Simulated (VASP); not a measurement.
# BaCu3 (Fm-3m) in VASP: single point with PBE

Aim: the single point of BaCu3 with PBE.

All numbers are computed with VASP 6.6.1; they aren't measurements. Logs are shortened: lines on timing, memory, paths and dates and some standing lists are left out, and cuts for length are marked.

**1. The cell of the first run**

Symmetry: Fm-3m, No. 225, cubic system. The conventional cell has a = 6.707 Å, b = 6.707 Å, c = 6.707 Å, α = 90.00°, β = 90.00°, γ = 90.00°. Ba (site symmetry m-3m) has 14 Cu at 2.90 to 3.35 Å within 3.8 Å. Cu (site symmetry -43m) has 4 Ba at 2.90 Å and 10 Cu at 2.90 to 3.35 Å within 3.8 Å. Cu (site symmetry m-3m) has 8 Cu at 2.90 Å and 6 Ba at 3.35 Å within 3.8 Å.

The cell was generated, and may not be a known phase.

**2. Single point, PBE**

File INCAR:

```
SYSTEM = BaCu3
ALGO = Normal
EDIFF = 1E-6
ENCUT = 820
GGA = PE
GGA_COMPAT = .False.
ISIF = 2
ISMEAR = 0
LASPH = .True.
LCHARG = .False.
LREAL = .False.
LWAVE = .False.
NBANDS = 42
NELM = 120
PREC = Accurate
SIGMA = 0.1
```

File KPOINTS:

```
k-points
0
Gamma
  4 4 4
  0 0 0
```

File POSCAR:

```
BaCu3
1.0
    0.0000000000      3.3537301300      3.3537301300
    3.3537301300      0.0000000000      3.3537301300
    3.3537301300      3.3537301300      0.0000000000
Ba Cu
1 3
Direct
    0.0000000000      0.0000000000      0.0000000000
    0.2500000000      0.2500000000      0.2500000000
    0.5000000000      0.5000000000      0.5000000000
    0.7500000000      0.7500000000      0.7500000000
```

Potentials or basis: VASP PAW PBE potentials, release 64 (Ba_sv, Cu_sv_GW).

Launch:

```console
$ cat potpaw_PBE.64/Ba_sv/POTCAR potpaw_PBE.64/Cu_sv_GW/POTCAR > POTCAR
$ mpirun -np 1 vasp_std > vasp.out
```

OUTCAR:

```text
SYSTEM = BaCu3
   EDIFF = 1E-6
   ENCUT = 820
   GGA = PE
   ISIF = 2
   ISMEAR = 0
   LASPH = .True.
   LREAL = .False.
   NELM = 120
   PREC = Accurate

 ion  position               nearest neighbor table
   1  0.000  0.000  0.000-   4 2.90   4 2.90   4 2.90   2 2.90   2 2.90   2 2.90   4 2.90   2 2.90
                             3 3.35   3 3.35   3 3.35   3 3.35   3 3.35   3 3.35
   2  0.250  0.250  0.250-   1 2.90   1 2.90   1 2.90   1 2.90
   3  0.500  0.500  0.500-   1 3.35   1 3.35   1 3.35   1 3.35   1 3.35   1 3.35
   4  0.750  0.750  0.750-   1 2.90   1 2.90   1 2.90   1 2.90

  LATTYP: Found a face centered cubic cell.
 ALAT       =     6.7074602600

  Lattice vectors:

 A1 = (   0.0000000000,   3.3537301300,   3.3537301300)
 A2 = (   3.3537301300,   0.0000000000,   3.3537301300)
 A3 = (   3.3537301300,   3.3537301300,   0.0000000000)

Analysis of symmetry for initial positions (statically):
=====================================================================
 Subroutine PRICEL returns:
 Original cell was already a primitive cell.

 Routine SETGRP: Setting up the symmetry group for a
 face centered cubic supercell.

 Subroutine GETGRP returns: Found 48 space group operations
 (whereof 48 operations were pure point group operations)
 out of a pool of 48 trial point group operations.

The static configuration has the point symmetry O_h .

Analysis of symmetry for dynamics (positions and initial velocities):
=====================================================================
 Subroutine PRICEL returns:
 Original cell was already a primitive cell.

 Routine SETGRP: Setting up the symmetry group for a
 face centered cubic supercell.

 Subroutine GETGRP returns: Found 48 space group operations
 (whereof 48 operations were pure point group operations)
 out of a pool of 48 trial point group operations.

The dynamic configuration has the point symmetry O_h .

 Subroutine INISYM returns: Found 48 space group operations
 (whereof 48 operations are pure point group operations),
 and found     1 'primitive' translations

----------------------------------------------------------------------------------------

                                     Primitive cell

  volume of cell :      75.4422

[... 72 lines left out ...]
   LASPH  =      T    aspherical Exc in radial PAW
   ENCUT  =  820.0 eV  60.27 Ry    7.76 a.u.  11.07 11.07 11.07*2*pi/ulx,y,z
   NELM   =    120;   NELMIN=  2; NELMDL= -5     # of ELM steps
   EDIFF  = 0.1E-05   stopping-criterion for ELM
   LREAL  =      F    real-space projection
   EDIFFG = 0.1E-04   stopping-criterion for IOM
   NSW    =      0    number of steps for IOM
   IBRION =     -1    ionic relax: 0-MD 1-quasi-New 2-CG
   NFREE  =      0    steps in history (QN), initial steepest desc. (CG)
   ISIF   =      2    stress and relaxation
   ISYM   =      2    0-nonsym 1-usesym 2-fastsym
   POTIM  = 0.5000    time-step for ionic-motion
   TEBEG  =    0.0;   TEEND  =   0.0 temperature during run
   PSTRESS=    0.0 pullay stress
   NELECT =      67.0000    total number of electrons
   NUPDOWN=      -1.0000    fix difference up-down
   EMIN   =  10.00;   EMAX   =-10.00  energy-range for DOS
   EFERMI =   0.00;   METHOD = LEGACY
   ISMEAR =     0;   SIGMA  =   0.10  broadening in eV -4-tet -1-fermi 0-gaus
   EFERMI_NEDOS =   21; number of points for ismear=-14 and -15
   IALGO  =     38    algorithm
   IMIX   =      4    mixing-type and parameters
     AMIX     =   0.40;   BMIX     =  1.00
     AMIX_MAG =   1.60;   BMIX_MAG =  1.00
  volume/ion in A,a.u.               =      18.86       127.28
  Fermi-wavevector in a.u.,A,eV,Ry     =   1.573602  2.973677 33.691076  2.476224
  Thomas-Fermi vector in A             =   2.674862
   LORBIT       =      0    0 simple, 1 ext, 2 COOP (PROOUT), +10 PAW based schemes
   GGA     = PE    functional components
   LHFCALC =     F    Hartree Fock is set to
   AEXX    =    0.0000 exact exchange contribution
   IVDW    =     0    specifies the selected vdW correction
   LEPSILON=     F    determine dielectric tensor
   LRPA    =     F    only Hartree local field effects (RPA)
 non-spin polarized calculation
 Gauss-broadening in eV      SIGMA  =   0.10
  energy-cutoff  :      820.00
  volume of cell :       75.44
 maximum number of plane-waves:      4056
 NGX is ok and might be reduce to    48
   NGX = 23   NGY = 23   NGZ = 23

 number of electron      66.9999997 magnetization

 Free energy of the ion-electron system (eV)
  ---------------------------------------------------
  ext. energy  EPLUGINS =         0.00000000
  ---------------------------------------------------
  free energy    TOTEN  =       -11.29774315 eV

  energy without entropy =      -11.27149142  energy(sigma->0) =      -11.28461729

 E-fermi :   4.5576     XC(G=0): -11.1592

 val. band max:        4.5437805511   @ k =  -0.2500   0.5000   0.2500
 cond. band min:       4.7246735067   @ k =   0.2500   0.2500   0.0000
 fundamental gap:      0.1808929557
 Fermi energy:         4.5575797006

 k-point     1 :       0.0000    0.0000    0.0000
  band No.  band energies     occupation
      1    -107.5650      2.00000
      2    -107.5648      2.00000
      3    -107.3410      2.00000
      4     -64.9563      2.00000
      5     -64.9563      2.00000
      6     -64.9563      2.00000
[... 349 lines left out ...]
     41      12.7012      0.00000
     42      14.3654      0.00000

------------------------ aborting loop because EDIFF is reached ----------------------------------------

  FORCE on cell =-STRESS in cart. coord.  units (eV):
  Direction    XX          YY          ZZ          XY          YZ          ZX
  --------------------------------------------------------------------------------------
  -------------------------------------------------------------------------------------
  Total        3.5408457      3.5408457      3.5408457     -0.0000000     -0.0000000      0.0000000
  in kB       75.1974743     75.1974743     75.1974743     -0.0000000     -0.0000000      0.0000000
  external PRESSURE =      75.1974743 kB  Pullay stress =       0.0000000 kB

 VOLUME and BASIS-vectors are now :
 -----------------------------------------------------------------------------
  energy-cutoff  :      820.00
  volume of cell :       75.44
      direct lattice vectors                 reciprocal lattice vectors
     0.000000000  3.353730130  3.353730130    -0.149087726  0.149087726  0.149087726
     3.353730130  0.000000000  3.353730130     0.149087726 -0.149087726  0.149087726
     3.353730130  3.353730130  0.000000000     0.149087726  0.149087726 -0.149087726

 POSITION                                       TOTAL-FORCE (eV/Angst)
 -----------------------------------------------------------------------------------
      0.00000      0.00000      0.00000         0.000000      0.000000     -0.000000
      1.67687      1.67687      1.67687         0.000000     -0.000000      0.000000
      3.35373      3.35373      3.35373         0.000000      0.000000     -0.000000
      5.03060      5.03060      5.03060        -0.000000      0.000000     -0.000000
 -----------------------------------------------------------------------------------
    total drift:                               -0.000000     -0.000000      0.000000

  FREE ENERGIE OF THE ION-ELECTRON SYSTEM (eV)
  ---------------------------------------------------
  free  energy   TOTEN  =       -11.2977431530 eV

  energy  without entropy=      -11.2714914226  energy(sigma->0) =      -11.28461729
```

stdout:

```text
POSCAR found type information on POSCAR BaCu
 POSCAR found :  2 types and       4 ions
 scaLAPACK will be used
 LDA part: xc-table for (Slater+PW92), standard interpolation
 POSCAR, INCAR and KPOINTS ok, starting setup
 FFT: planning ... GRIDC
 FFT: planning ... GRID_SOFT
 FFT: planning ... GRID
 WAVECAR not read
 entering main loop
```

It took 67 s on 1 thread of Intel Xeon Platinum 8488C (Sapphire Rapids), shared host; peak memory 0.35 GiB.

Results:

```yaml
Free_energy: -11.2977 eV
Pressure: 7.5 GPa
Band_gap_on_the_k_mesh: zero (an odd number of electrons rules out a gap without spin polarisation)
```

Levels at points of the mesh, in eV from the Fermi level:
| k point | band 30 | band 31 | band 32 | band 33 | band 34 | band 35 | band 36 | band 37 |
| --- | --- | --- | --- | --- | --- | --- | --- | --- |
| (0.00, 0.00, 0.00) | -1.94 | -1.79 | -1.79 | 1.28 | 1.28 | 1.28 | 2.77 | 4.51 |
| (0.50, 0.00, 0.00) | -1.84 | -1.67 | -1.67 | -1.06 | 0.84 | 0.84 | 3.06 | 4.50 |
| (0.50, 0.50, 0.00) | -1.77 | -1.77 | -1.41 | -0.71 | -0.14 | 2.07 | 2.07 | 4.91 |

Caveat: the k points lie up to 0.41 Å⁻¹ apart, too coarse for converged energies and pressures of a metal; spin-orbit coupling is left out, which moves the levels of the heavy elements.

The gap in the log of VASP goes by the Fermi energy; the results here count the filled bands.